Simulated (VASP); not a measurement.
# Si (P6_3/mmc) in VASP: notebook

Runs on Si. Level: r2SCAN. Tasks: relaxation of shape and atoms at fixed volume, single point.

Everything below comes from runs of VASP 6.6.1. Logs are shortened: lines on timing, memory, paths and dates and some standing lists are left out, and cuts for length are marked.

### Step 1. The cell of the first run

Symmetry: P6_3/mmc, No. 194, hexagonal system. The conventional cell has a = 2.724 Å, b = 2.724 Å, c = 4.700 Å, α = 90.00°, β = 90.00°, γ = 120.00°. Si (site symmetry -6m2) has 12 Si at 2.72 to 2.83 Å within 3.6 Å.

This isn't the form of Si at room conditions, which is diamond.

### Step 2. Relaxation of shape and atoms at fixed volume, r2SCAN (15.11 Å³/atom)

POSCAR reads:

```
Si
1.0
    2.7243884608      0.0000000000      0.0000000000
   -1.3621942304      2.3593896168      0.0000000000
    0.0000000000      0.0000000000      4.7001337238
Si
2
Direct
    0.3333333333      0.6666666667      0.2500000000
    0.6666666667      0.3333333333      0.7500000000
```

INCAR.step1 reads:

```
SYSTEM = Si
ALGO = Normal ; EDIFF = 1E-4
ENCUT = 600 ; GGA = PE
ISMEAR = 0 ; LASPH = .True.
LCHARG = .False. ; LREAL = .False.
LWAVE = .True. ; NELM = 80
PREC = Accurate ; SIGMA = 0.1
```

INCAR.step2 reads:

```
SYSTEM = Si
ALGO = Normal ; EDIFF = 1E-7
EDIFFG = -0.01 ; ENCUT = 600
IBRION = 2 ; ISIF = 4
ISMEAR = 0 ; ISTART = 1
LASPH = .True. ; LCHARG = .False.
LMIXTAU = .True. ; LREAL = .False.
LWAVE = .False. ; METAGGA = R2SCAN
NELM = 80 ; NSW = 50
PREC = Accurate ; SIGMA = 0.1
```

KPOINTS reads:

```
k-points
0
Gamma
  18 18 10
  0 0 0
```

Potentials or basis: VASP PAW PBE potentials, release 64 (Si).

Run with:

```bash
> cat potpaw_PBE.64/Si/POTCAR > POTCAR
> cp INCAR.step1 INCAR
> mpirun -np 1 vasp_std > vasp.out
> cp INCAR.step2 INCAR
> mpirun -np 1 vasp_std > vasp.out
```

OUTCAR:

```text
SYSTEM = Si
   EDIFF = 1E-7
   EDIFFG = -0.01
   ENCUT = 600
   IBRION = 2
   ISIF = 4
   ISMEAR = 0
   ISTART = 1
   LASPH = .True.
   LREAL = .False.
   METAGGA = R2SCAN
   NELM = 80
   NSW = 50
   PREC = Accurate

 ion  position               nearest neighbor table
   1  0.333  0.667  0.250-   2 2.83   2 2.83   2 2.83   2 2.83   2 2.83   2 2.83
   2  0.667  0.333  0.750-   1 2.83   1 2.83   1 2.83   1 2.83   1 2.83   1 2.83

  LATTYP: Found a hexagonal cell.
 ALAT       =     2.7243884608
 C/A-ratio  =     1.7252068827

  Lattice vectors:

 A1 = (   2.7243884608,   0.0000000000,   0.0000000000)
 A2 = (  -1.3621942304,   2.3593896168,   0.0000000000)
 A3 = (   0.0000000000,   0.0000000000,   4.7001337238)

Analysis of symmetry for initial positions (statically):
=====================================================================
 Subroutine PRICEL returns:
 Original cell was already a primitive cell.

 Routine SETGRP: Setting up the symmetry group for a
 hexagonal supercell.

 Subroutine GETGRP returns: Found 24 space group operations
 (whereof 12 operations were pure point group operations)
 out of a pool of 24 trial point group operations.

The static configuration has the point symmetry D_3d.
 The point group associated with its full space group is D_6h.

Analysis of symmetry for dynamics (positions and initial velocities):
=====================================================================
 Subroutine PRICEL returns:
 Original cell was already a primitive cell.

 Routine SETGRP: Setting up the symmetry group for a
 hexagonal supercell.

 Subroutine GETGRP returns: Found 24 space group operations
 (whereof 12 operations were pure point group operations)
 out of a pool of 24 trial point group operations.

The dynamic configuration has the point symmetry D_3d.
 The point group associated with its full space group is D_6h.

 Subroutine INISYM returns: Found 24 space group operations
 (whereof 12 operations are pure point group operations),
 and found     1 'primitive' translations

----------------------------------------------------------------------------------------

                                     Primitive cell

  volume of cell :      30.2120

  direct lattice vectors                    reciprocal lattice vectors
     2.724388461  0.000000000  0.000000000     0.367054851  0.211919217  0.000000000
    -1.362194230  2.359389617  0.000000000     0.000000000  0.423838434  0.000000000
     0.000000000  0.000000000  4.700133724     0.000000000  0.000000000  0.212759904

  length of vectors
     2.724388461  2.724388461  4.700133724     0.423838434  0.423838434  0.212759904

  position of ions in fractional coordinates (direct lattice)
     0.333333333  0.666666667  0.250000000
     0.666666667  0.333333333  0.750000000

  ion indices of the primitive-cell ions
   primitive index   ion index
                 1           1
                 2           2

----------------------------------------------------------------------------------------

 KPOINTS: k-points

Automatic generation of k-mesh.
 Grid dimensions read from file:
 generate k-points for:   18   18   10

 Generating k-lattice:

  Cartesian coordinates                     Fractional coordinates (reciprocal lattice)
     0.020391936  0.011773290  0.000000000     0.055555556  0.000000000  0.000000000
     0.000000000  0.023546580  0.000000000     0.000000000  0.055555556  0.000000000
     0.000000000  0.000000000  0.021275990     0.000000000  0.000000000  0.100000000

[... 60 lines left out ...]
   IBRION =      2    ionic relax: 0-MD 1-quasi-New 2-CG
   NFREE  =      1    steps in history (QN), initial steepest desc. (CG)
   ISIF   =      4    stress and relaxation
   ISYM   =      2    0-nonsym 1-usesym 2-fastsym
   POTIM  = 0.5000    time-step for ionic-motion
   TEBEG  =    0.0;   TEEND  =   0.0 temperature during run
   PSTRESS=    0.0 pullay stress
   NELECT =       8.0000    total number of electrons
   NUPDOWN=      -1.0000    fix difference up-down
   EMIN   =  10.00;   EMAX   =-10.00  energy-range for DOS
   EFERMI =   0.00;   METHOD = LEGACY
   ISMEAR =     0;   SIGMA  =   0.10  broadening in eV -4-tet -1-fermi 0-gaus
   EFERMI_NEDOS =   21; number of points for ismear=-14 and -15
   IALGO  =     38    algorithm
   IMIX   =      4    mixing-type and parameters
     AMIX     =   0.40;   BMIX     =  1.00
     AMIX_MAG =   1.60;   BMIX_MAG =  1.00
  volume/ion in A,a.u.               =      15.11       101.94
  Fermi-wavevector in a.u.,A,eV,Ry     =   1.051264  1.986601 15.036565  1.105156
  Thomas-Fermi vector in A             =   2.186300
   LORBIT       =      0    0 simple, 1 ext, 2 COOP (PROOUT), +10 PAW based schemes
   METAGGA = R2SCAN    functional components
   LHFCALC =     F    Hartree Fock is set to
   AEXX    =    0.0000 exact exchange contribution
   IVDW    =     0    specifies the selected vdW correction
   LEPSILON=     F    determine dielectric tensor
   LRPA    =     F    only Hartree local field effects (RPA)
 conjugate gradient relaxation of ions
 non-spin polarized calculation
 Gauss-broadening in eV      SIGMA  =   0.10
  energy-cutoff  :      600.00
  volume of cell :       30.21
 maximum number of plane-waves:      1039
 NGX is ok and might be reduce to    24
   NGX = 11   NGY = 11   NGZ = 19

--------------------------------------- Ionic step        1  -------------------------------------------

 number of electron       8.0000000 magnetization

 Free energy of the ion-electron system (eV)
  ---------------------------------------------------
  ext. energy  EPLUGINS =         0.00000000
  ---------------------------------------------------
  free energy    TOTEN  =       -16.07831318 eV

  energy without entropy =      -16.07534577  energy(sigma->0) =      -16.07682947

------------------------ aborting loop because EDIFF is reached ----------------------------------------

  FORCE on cell =-STRESS in cart. coord.  units (eV):
  Direction    XX          YY          ZZ          XY          YZ          ZX
  --------------------------------------------------------------------------------------
  -------------------------------------------------------------------------------------
  Total       -1.3199250     -1.3199250     -1.2685017      0.0000000     -0.0000000      0.0000000
  in kB      -69.9972424    -69.9972424    -67.2702003      0.0000000     -0.0000000      0.0000000
  external PRESSURE =     -69.0882284 kB  Pullay stress =       0.0000000 kB

 VOLUME and BASIS-vectors are now :
 -----------------------------------------------------------------------------
  energy-cutoff  :      600.00
  volume of cell :       30.21
      direct lattice vectors                 reciprocal lattice vectors
     2.724388461  0.000000000  0.000000000     0.367054851  0.211919217  0.000000000
    -1.362194230  2.359389617  0.000000000     0.000000000  0.423838434  0.000000000
     0.000000000  0.000000000  4.700133724     0.000000000  0.000000000  0.212759904

 POSITION                                       TOTAL-FORCE (eV/Angst)
 -----------------------------------------------------------------------------------
     -0.00000      1.57293      1.17503        -0.000000      0.000000      0.000000
      1.36219      0.78646      3.52510         0.000000      0.000000      0.000000
 -----------------------------------------------------------------------------------
    total drift:                               -0.000000      0.000000     -0.000000

  FREE ENERGIE OF THE ION-ELECTRON SYSTEM (eV)
  ---------------------------------------------------
  free  energy   TOTEN  =       -16.0783131779 eV

  energy  without entropy=      -16.0753457664  energy(sigma->0) =      -16.07682947

--------------------------------------- Ionic step        2  -------------------------------------------

 number of electron       8.0000000 magnetization

 Free energy of the ion-electron system (eV)
  ---------------------------------------------------
  ext. energy  EPLUGINS =         0.00000000
  ---------------------------------------------------
  free energy    TOTEN  =       -16.07834071 eV

  energy without entropy =      -16.07532862  energy(sigma->0) =      -16.07683467

 E-fermi :   9.6181     XC(G=0): -11.7701

 val. band max:        9.6065605784   @ k =   0.2222   0.0556   0.4000
 cond. band min:       9.6191346709   @ k =   0.2778   0.2222   0.4000
 fundamental gap:      0.0125740925
 Fermi energy:         9.6181447496

 k-point     1 :       0.0000    0.0000    0.0000
  band No.  band energies     occupation
      1      -5.3118      2.00000
      2       0.9296      2.00000
      3       2.2613      2.00000
      4      18.9996      0.00000
      5      18.9996      0.00000
      6      19.7074      0.00000
      7      20.3478      0.00000
      8      20.3478      0.00000
[... 243 lines left out ...]
 k-point    24 :       0.3889    0.1111    0.0000
  band No.  band energies     occupation
      1       0.3418      2.00000
      2       3.4008      2.00000
      3       6.4751      2.00000
      4       7.5366      2.00000
      5       9.3731      1.99947
      6      10.6839      0.00000
      7      10.9111      0.00000
      8      16.1239      0.00000

 [... further k-points ...]

------------------------ aborting loop because EDIFF is reached ----------------------------------------

  FORCE on cell =-STRESS in cart. coord.  units (eV):
  Direction    XX          YY          ZZ          XY          YZ          ZX
  --------------------------------------------------------------------------------------
  -------------------------------------------------------------------------------------
  Total       -1.3073930     -1.3073930     -1.2920655      0.0000000     -0.0000000      0.0000000
  in kB      -69.3326558    -69.3326558    -68.5198190      0.0000000     -0.0000000      0.0000000
  external PRESSURE =     -69.0617102 kB  Pullay stress =       0.0000000 kB

 VOLUME and BASIS-vectors are now :
 -----------------------------------------------------------------------------
  energy-cutoff  :      600.00
  volume of cell :       30.21
      direct lattice vectors                 reciprocal lattice vectors
     2.723262483 -0.000000000  0.000000000     0.367206616  0.212006838  0.000000000
    -1.361631242  2.358414492  0.000000000     0.000000000  0.424013677  0.000000000
     0.000000000 -0.000000000  4.704021221     0.000000000  0.000000000  0.212584075

 POSITION                                       TOTAL-FORCE (eV/Angst)
 -----------------------------------------------------------------------------------
     -0.00000      1.57228      1.17601         0.000000     -0.000000      0.000000
      1.36163      0.78614      3.52802        -0.000000      0.000000      0.000000
 -----------------------------------------------------------------------------------
    total drift:                               -0.000000      0.000000     -0.000000

  FREE ENERGIE OF THE ION-ELECTRON SYSTEM (eV)
  ---------------------------------------------------
  free  energy   TOTEN  =       -16.0783407149 eV

  energy  without entropy=      -16.0753286193  energy(sigma->0) =      -16.07683467

 reached required accuracy - stopping structural energy minimisation
```

Run time: 1.7 min. Hardware: 1 thread of Intel Xeon 6975P-C (Granite Rapids), shared host; peak memory 0.2 GiB.

Results:

* Free energy: -16.0783 eV
* Energy gained by relaxing: 0.0 meV/atom
* Ionic steps: 2
* Pressure after relaxing: -6.9 GPa
* Band gap on the k mesh: zero (bands 4 and 5 overlap by 13.08 eV)

Stress tensor (GPa, compression positive):
```
-6.93  0.00  0.00
 0.00 -6.93  0.00
 0.00  0.00 -6.85
```

Final structure:
```
CELL_PARAMETERS angstrom
2.72326 0.00000 0.00000
-1.36163 2.35841 0.00000
0.00000 0.00000 4.70402
ATOMIC_POSITIONS crystal
Si 0.33333 0.66667 0.25000
Si 0.66667 0.33333 0.75000
```

Levels at points of the mesh, in eV from the Fermi level:
| k point | band 1 | band 2 | band 3 | band 4 | band 5 | band 6 | band 7 | band 8 |
| --- | --- | --- | --- | --- | --- | --- | --- | --- |
| (0.00, 0.00, 0.00) | -14.93 | -8.69 | -7.36 | 9.38 | 9.38 | 10.09 | 10.73 | 10.73 |
| (0.50, 0.00, 0.00) | -8.40 | -7.74 | -2.21 | -1.80 | -1.58 | 0.20 | 4.01 | 6.37 |
| (0.00, 0.00, 0.50) | -13.20 | -13.20 | 0.28 | 0.28 | 10.64 | 10.64 | 10.64 | 10.64 |
| (0.50, 0.00, 0.50) | -6.71 | -6.71 | -6.08 | -6.08 | 5.50 | 5.50 | 5.55 | 5.55 |

Caveat: the PAW data sets were made with another functional, which shifts forces and pressure a little.

### Step 3. Single point, r2SCAN (12.91 Å³/atom)

This run uses another cell than the first one, of 12.91 Å³/atom.

POSCAR reads:

```
Si
1.0
    2.5869440356      0.0000000000      0.0000000000
   -1.2934720178      2.2403592530      0.0000000000
    0.0000000000      0.0000000000      4.4546068430
Si
2
Direct
    0.3333333333      0.6666666667      0.2500000000
    0.6666666667      0.3333333333      0.7500000000
```

INCAR.step1 reads:

```
SYSTEM = Si
PREC     = Accurate       ! precision mode
ENCUT    = 520            ! plane-wave cutoff, eV
ISMEAR   = 0              ! smearing method
SIGMA    = 0.1            ! smearing width, eV
LREAL    = .False.        ! projectors in reciprocal space
LASPH    = .True.         ! aspherical terms in the spheres
NELM     = 60             ! most SCF steps
NBANDS   = 11             ! bands
GGA      = PE             ! functional
ALGO     = Normal         ! electronic algorithm
EDIFF    = 1E-4           ! SCF threshold, eV
LWAVE    = .True.         ! write WAVECAR
LCHARG   = .False.        ! write CHGCAR
```

INCAR.step2 reads:

```
SYSTEM = Si
PREC     = Accurate       ! precision mode
ENCUT    = 520            ! plane-wave cutoff, eV
EDIFF    = 1E-6           ! SCF threshold, eV
ISMEAR   = 0              ! smearing method
SIGMA    = 0.1            ! smearing width, eV
LREAL    = .False.        ! projectors in reciprocal space
LASPH    = .True.         ! aspherical terms in the spheres
NELM     = 60             ! most SCF steps
ALGO     = Normal         ! electronic algorithm
ISIF     = 2              ! what is computed and relaxed
LWAVE    = .False.        ! write WAVECAR
LCHARG   = .False.        ! write CHGCAR
METAGGA  = R2SCAN         ! meta-GGA
LMIXTAU  = .True.       
NBANDS   = 11             ! bands
ISTART   = 1
```

KPOINTS reads:

```
Automatic mesh
0
Gamma
  18 18 10
  0 0 0
```

Potentials or basis: VASP PAW PBE potentials, release 64 (Si).

Run with:

```bash
> cat potpaw_PBE.64/Si/POTCAR > POTCAR
> cp INCAR.step1 INCAR
> mpirun -np 1 vasp_std > vasp.out
> cp INCAR.step2 INCAR
> mpirun -np 1 vasp_std > vasp.out
```

OUTCAR:

```text
SYSTEM = Si
   PREC = Accurate
   ENCUT = 520
   EDIFF = 1E-6
   ISMEAR = 0
   LREAL = .False.
   LASPH = .True.
   NELM = 60
   ISIF = 2
   METAGGA = R2SCAN
   ISTART = 1

 ion  position               nearest neighbor table
   1  0.333  0.667  0.250-   2 2.68   2 2.68   2 2.68   2 2.68   2 2.68   2 2.68
   2  0.667  0.333  0.750-   1 2.68   1 2.68   1 2.68   1 2.68   1 2.68   1 2.68

  LATTYP: Found a hexagonal cell.
 ALAT       =     2.5869440356
 C/A-ratio  =     1.7219571748

  Lattice vectors:

[... 526 lines left out ...]
------------------------ aborting loop because EDIFF is reached ----------------------------------------

  FORCE on cell =-STRESS in cart. coord.  units (eV):
  Direction    XX          YY          ZZ          XY          YZ          ZX
  --------------------------------------------------------------------------------------
  -------------------------------------------------------------------------------------
  Total        1.0279515      1.0279515      1.0292974     -0.0000000      0.0000000      0.0000000
  in kB       63.7924289     63.7924289     63.8759499     -0.0000000      0.0000000      0.0000000
  external PRESSURE =      63.8202692 kB  Pullay stress =       0.0000000 kB

 VOLUME and BASIS-vectors are now :
 -----------------------------------------------------------------------------
  energy-cutoff  :      520.00
  volume of cell :       25.82
      direct lattice vectors                 reciprocal lattice vectors
     2.586944036  0.000000000  0.000000000     0.386556488  0.223178492  0.000000000
    -1.293472018  2.240359253  0.000000000     0.000000000  0.446356984  0.000000000
     0.000000000  0.000000000  4.454606843     0.000000000  0.000000000  0.224486702

 POSITION                                       TOTAL-FORCE (eV/Angst)
 -----------------------------------------------------------------------------------
     -0.00000      1.49357      1.11365        -0.000000      0.000000      0.000000
      1.29347      0.74679      3.34096         0.000000     -0.000000      0.000000
 -----------------------------------------------------------------------------------
    total drift:                                0.000000     -0.000000      0.000000

  FREE ENERGIE OF THE ION-ELECTRON SYSTEM (eV)
  ---------------------------------------------------
  free  energy   TOTEN  =       -16.1118269907 eV

  energy  without entropy=      -16.1084835798  energy(sigma->0) =      -16.11015529
```

Wall time 3.7 min (1 thread of Intel Xeon 8259CL, shared host); peak memory 0.17 GiB.

Results:

```
Free energy            : -16.1118 eV
Pressure               : 6.4 GPa
Band gap on the k mesh : zero (bands 4 and 5 overlap by 14.82 eV)
```

Caveat: the cell stands under pressure; the PAW data sets were made with another functional, which shifts forces and pressure a little.

### Step 4. Single point, r2SCAN (13.32 Å³/atom)

This run uses another cell than the first one, of 13.32 Å³/atom.

POSCAR reads:

```
Si
1.0
    2.6132589961      0.0000000000      0.0000000000
   -1.3066294981      2.2631486773      0.0000000000
    0.0000000000      0.0000000000      4.5046641724
Si
2
Direct
    0.3333333333      0.6666666667      0.2500000000
    0.6666666667      0.3333333333      0.7500000000
```

INCAR.step1 reads:

```
SYSTEM = Si
ALGO = Normal ; EDIFF = 1E-4
ENCUT = 520 ; GGA = PE
ISMEAR = 0 ; LASPH = .TRUE.
LCHARG = .FALSE. ; LREAL = .FALSE.
LWAVE = .TRUE. ; NBANDS = 11
NELM = 100 ; PREC = Accurate
SIGMA = 0.1
```

INCAR.step2 reads:

```
SYSTEM = Si
ALGO = Normal ; EDIFF = 1E-6
ENCUT = 520 ; ISIF = 2
ISMEAR = 0 ; ISTART = 1
LASPH = .TRUE. ; LCHARG = .FALSE.
LMIXTAU = .TRUE. ; LREAL = .FALSE.
LWAVE = .FALSE. ; METAGGA = R2SCAN
NBANDS = 11 ; NELM = 100
PREC = Accurate ; SIGMA = 0.1
```

KPOINTS reads:

```
k-points
0
G
  18 18 10
  0 0 0
```

Run with:

```bash
> cat potpaw_PBE.64/Si/POTCAR > POTCAR
> cp INCAR.step1 INCAR
> mpirun -np 1 vasp_std > vasp.out
> cp INCAR.step2 INCAR
> mpirun -np 1 vasp_std > vasp.out
```

Run time: 2.9 min. Hardware: 1 thread of Intel Xeon 8259CL, shared host; peak memory 0.17 GiB.

Results (log left out):

| Item | Value |
| --- | --- |
| Free energy | -16.1355 eV |
| Pressure | 2.9 GPa |
| Band gap on the k mesh | zero (bands 4 and 5 overlap by 14.58 eV) |

Levels at points of the mesh, in eV from the Fermi level:
```
           k point  band 1  band 2  band 3  band 4  band 5  band 6  band 7  band 8
(0.00, 0.00, 0.00)  -16.19   -9.10   -8.30   10.50   10.50   11.42   11.52   11.52
(0.50, 0.00, 0.00)   -8.99   -8.57   -2.23   -1.90   -1.44   -0.28    4.45    6.75
(0.00, 0.00, 0.50)  -14.30  -14.30    0.29    0.29   12.01   12.01   12.01   12.01
(0.50, 0.00, 0.50)   -7.31   -7.31   -6.55   -6.55    6.09    6.09    6.38    6.38
```

Caveat: the PAW data sets were made with another functional, which shifts forces and pressure a little.

(Part 1 of 2 ends here.)
